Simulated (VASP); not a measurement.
CdS:

```
Cd S
1.0
     0.00000    2.91650    2.91650
     2.91650    0.00000    2.91650
     2.91650    2.91650    0.00000
Cd S
1 1
Direct
  0.00000 0.00000 0.00000
  0.25000 0.25000 0.25000
```

| Quantity | Value |
| --- | --- |
| Program | VASP 6.6.1 |
| Task | relaxation of cell and atoms |
| Functional | r2SCAN |
| Potentials or basis | VASP PAW PBE potentials, release 64 (Cd, S) |
| Cutoff | 600 eV |
| k mesh | 8 × 8 × 8 |
| Occupations | gaussian, width 0.02 eV |
| Spin | no spin polarisation |

At the start: pressure 1.8 GPa; volume 24.81 Å³/atom.

Problem. How do energy, volume and symmetry change on relaxing?

Solution. Over 3 steps the energy falls by 3.7 meV/atom and the volume is 25.49 Å³/atom (+2.8 %); space group F-43m (No. 216, to 0.1 Å) before and after.

Step by step:
| step | energy change (eV) | largest force (eV/Å) | pressure (GPa) | volume (Å³) |
| --- | --- | --- | --- | --- |
| 1 | 0.0000 | 0.0000 | 1.76 | 49.62 |
| 2 | -0.0060 | 0.0000 | -0.70 | 51.60 |
| 3 | -0.0073 | 0.0000 | 0.00 | 50.99 |

Final structure:
```cif
data_structure
_symmetry_space_group_name_H-M 'P 1'
_symmetry_Int_Tables_number 1
_cell_length_a 4.1622
_cell_length_b 4.1622
_cell_length_c 4.1622
_cell_angle_alpha 60.000
_cell_angle_beta 60.000
_cell_angle_gamma 60.000
_cell_volume 50.99
loop_
_atom_site_label
_atom_site_type_symbol
_atom_site_fract_x
_atom_site_fract_y
_atom_site_fract_z
_atom_site_occupancy
Cd1 Cd 0.00000 0.00000 0.00000 1
S1 S 0.25000 0.25000 0.25000 1
```

Caveat: the PAW data sets were made with another functional, which shifts forces and pressure a little.
